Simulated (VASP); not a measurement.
# Mn in VASP: further runs, part 2 of 3

VASP 6.6.1. The steps go on from the part before.

**3. Single point, revPBE (10.01 Å³/atom)**

This run uses another cell than the first one, of 10.01 Å³/atom.

File INCAR:

```
SYSTEM = Mn
ALGO     = Normal         ! electronic algorithm
EDIFF    = 1E-6           ! SCF threshold, eV
ENCUT    = 520            ! plane-wave cutoff, eV
GGA      = RE             ! functional
ISIF     = 2              ! what is computed and relaxed
ISMEAR   = -1             ! smearing method
LASPH    = .True.         ! aspherical terms in the spheres
LCHARG   = .True.         ! write CHGCAR
LELF     = .True.         ! ELF
LREAL    = .False.        ! projectors in reciprocal space
LVHAR    = .True.       
LWAVE    = .False.        ! write WAVECAR
NBANDS   = 20             ! bands
NELM     = 100            ! most SCF steps
PREC     = Accurate       ! precision mode
SIGMA    = 0.1            ! smearing width, eV
```

File KPOINTS:

```
k-points
0
Gamma
  16 16 9
  0 0 0
```

File POSCAR:

```
Mn
1.0
   -1.3410826227      1.6315308462      1.1962202983
    1.6315308462     -1.3410826227      1.1962202983
    2.7337881028      2.7337881028     -0.6642638450
Mn
2
Direct
    0.0416895037      0.9583104963      0.0000000000
    0.7083104963      0.2916895037      0.5000000000
```

Potentials or basis: VASP PAW PBE potentials, release 64 (Mn_pv).

Started as:

```
$ cat potpaw_PBE.64/Mn_pv/POTCAR > POTCAR
$ mpirun -np 1 vasp_std > vasp.out
```

OUTCAR:

```text
SYSTEM = Mn
   EDIFF = 1E-6
   ENCUT = 520
   GGA = RE
   ISIF = 2
   ISMEAR = -1
   LASPH = .True.
   LREAL = .False.
   NELM = 100
   PREC = Accurate

 ion  position               nearest neighbor table
   1  0.042  0.958  0.000-   2 2.41   2 2.41   2 2.41   2 2.41   2 2.41   2 2.41
   2  0.708  0.292  0.500-   1 2.41   1 2.41   1 2.41   1 2.41   1 2.41   1 2.41

  LATTYP: Found a base centered monoclinic cell.
 ALAT       =     2.4274456429
 B/A-ratio  =     1.7318246840
 C/A-ratio  =     1.6160239824
 COS(beta)  =    -0.0001222373

  Lattice vectors:

 A1 = (  -1.3410826227,   1.6315308462,   1.1962202983)
 A2 = (   1.6315308462,  -1.3410826227,   1.1962202983)
 A3 = (   2.7337881028,   2.7337881028,  -0.6642638450)

Analysis of symmetry for initial positions (statically):
=====================================================================
 Subroutine PRICEL returns:
 Original cell was already a primitive cell.

 Routine SETGRP: Setting up the symmetry group for a
 base centered monoclinic supercell.

 Subroutine GETGRP returns: Found  4 space group operations
 (whereof  2 operations were pure point group operations)
 out of a pool of  4 trial point group operations.

The static configuration has the point symmetry C_2 .
 The point group associated with its full space group is C_2h.

Analysis of symmetry for dynamics (positions and initial velocities):
=====================================================================
 Subroutine PRICEL returns:
 Original cell was already a primitive cell.

 Routine SETGRP: Setting up the symmetry group for a
 base centered monoclinic supercell.

 Subroutine GETGRP returns: Found  4 space group operations
 (whereof  2 operations were pure point group operations)
 out of a pool of  4 trial point group operations.

The dynamic configuration has the point symmetry C_2 .
 The point group associated with its full space group is C_2h.

[... 112 lines left out ...]
   EFERMI =   0.00;   METHOD = LEGACY
   ISMEAR =    -1;   SIGMA  =   0.10  broadening in eV -4-tet -1-fermi 0-gaus
   EFERMI_NEDOS =   21; number of points for ismear=-14 and -15
   IALGO  =     38    algorithm
   IMIX   =      4    mixing-type and parameters
     AMIX     =   0.40;   BMIX     =  1.00
     AMIX_MAG =   1.60;   BMIX_MAG =  1.00
  volume/ion in A,a.u.               =      10.01        67.54
  Fermi-wavevector in a.u.,A,eV,Ry     =   1.786251  3.375525 43.412017  3.190693
  Thomas-Fermi vector in A             =   2.849871
   LORBIT       =      0    0 simple, 1 ext, 2 COOP (PROOUT), +10 PAW based schemes
   GGA     = RE    functional components
   LHFCALC =     F    Hartree Fock is set to
   AEXX    =    0.0000 exact exchange contribution
   IVDW    =     0    specifies the selected vdW correction
   LEPSILON=     F    determine dielectric tensor
   LRPA    =     F    only Hartree local field effects (RPA)
 non-spin polarized calculation
  energy-cutoff  :      520.00
  volume of cell :       20.02
 maximum number of plane-waves:       557
   NGX =  9   NGY =  9   NGZ = 15

 number of electron      25.9999980 magnetization

 Free energy of the ion-electron system (eV)
  ---------------------------------------------------
  ext. energy  EPLUGINS =         0.00000000
  ---------------------------------------------------
  free energy    TOTEN  =       -16.93509862 eV

  energy without entropy =      -16.84973370  energy(sigma->0) =      -16.89241616

 E-fermi :  11.4965     XC(G=0): -14.3667

 val. band max:       11.4890712869   @ k =  -0.1250   0.0000   0.1111
 cond. band min:      11.5021150590   @ k =  -0.1875   0.2500   0.3333
 fundamental gap:      0.0130437720
 Fermi energy:        11.4964618068

 k-point     1 :       0.0000    0.0000    0.0000
  band No.  band energies     occupation
      1     -36.9530      2.00000
      2     -36.1270      2.00000
      3     -36.1268      2.00000
      4     -35.9971      2.00000
      5     -35.9970      2.00000
      6     -35.9782      2.00000
[... 541 lines left out ...]
     19      21.6454      0.00000
     20      32.5154      0.00000

 [... further k-points ...]

------------------------ aborting loop because EDIFF is reached ----------------------------------------

  FORCE on cell =-STRESS in cart. coord.  units (eV):
  Direction    XX          YY          ZZ          XY          YZ          ZX
  --------------------------------------------------------------------------------------
  -------------------------------------------------------------------------------------
  Total        3.3480369      3.3480369      3.3409324      0.0020547      0.0003863      0.0003863
  in kB      267.9973815    267.9973815    267.4286891      0.1644726      0.0309239      0.0309252
  external PRESSURE =     267.8078174 kB  Pullay stress =       0.0000000 kB

 VOLUME and BASIS-vectors are now :
 -----------------------------------------------------------------------------
  energy-cutoff  :      520.00
  volume of cell :       20.02
      direct lattice vectors                 reciprocal lattice vectors
    -1.341082623  1.631530846  1.196220298    -0.118875829  0.217528486  0.406006533
     1.631530846 -1.341082623  1.196220298     0.217528486 -0.118875829  0.406006533
     2.733788103  2.733788103 -0.664263845     0.177655779  0.177655779 -0.043135705

 POSITION                                       TOTAL-FORCE (eV/Angst)
 -----------------------------------------------------------------------------------
      1.50760     -1.21716      1.19622         0.000030     -0.000030     -0.000000
      0.89289      2.13134      0.86409        -0.000030      0.000030      0.000000
 -----------------------------------------------------------------------------------
    total drift:                                0.000000      0.000000      0.000000

  FREE ENERGIE OF THE ION-ELECTRON SYSTEM (eV)
  ---------------------------------------------------
  free  energy   TOTEN  =       -16.9350986213 eV

  energy  without entropy=      -16.8497336970  energy(sigma->0) =      -16.89241616
```

stdout:

```text
POSCAR found type information on POSCAR Mn
 POSCAR found :  1 types and       2 ions
 scaLAPACK will be used
 -----------------------------------------------------------------------------
|                                                                             |
|                                                                             |
|     You enforced a specific xc type in the INCAR file but a different       |
|     I HOPE YOU KNOW WHAT YOU ARE DOING!                                     |
|                                                                             |
 -----------------------------------------------------------------------------

 LDA part: xc-table for (Slater+PW92), standard interpolation
 POSCAR, INCAR and KPOINTS ok, starting setup
 FFT: planning ... GRIDC
 FFT: planning ... GRID_SOFT
 FFT: planning ... GRID
 WAVECAR not read
 entering main loop
```

Run time: 4.6 min. Hardware: 1 thread of Intel Xeon 8259CL, shared host; peak memory 0.29 GiB.

Results:

| Quantity | Value |
| --- | --- |
| Free energy | -16.9351 eV |
| Pressure | 26.8 GPa |
| Band gap on the k mesh | zero (bands 13 and 14 overlap by 2.16 eV) |

Levels at points of the mesh, in eV from the Fermi level:
```
           k point  band 9  band 10  band 11  band 12  band 13  band 14  band 15  band 16  band 17  band 18
(0.00, 0.00, 0.00)   -1.06    -1.06    -1.06    -0.53    -0.53     0.04     0.04     0.86     1.77     1.77
(0.50, 0.00, 0.00)   -4.06    -1.41    -1.30    -1.01    -0.45     1.99     2.17     2.24     3.93     6.21
(0.50, 0.50, 0.00)   -4.06    -1.40    -1.30    -1.01    -0.45     1.99     2.17     2.24     3.93     6.21
```

Caveat: the cell stands under pressure; the PAW data sets were made with another functional, which shifts forces and pressure a little; the run has no spin polarisation, though such a crystal can be magnetic.

(Continued in part 3 of 3.)
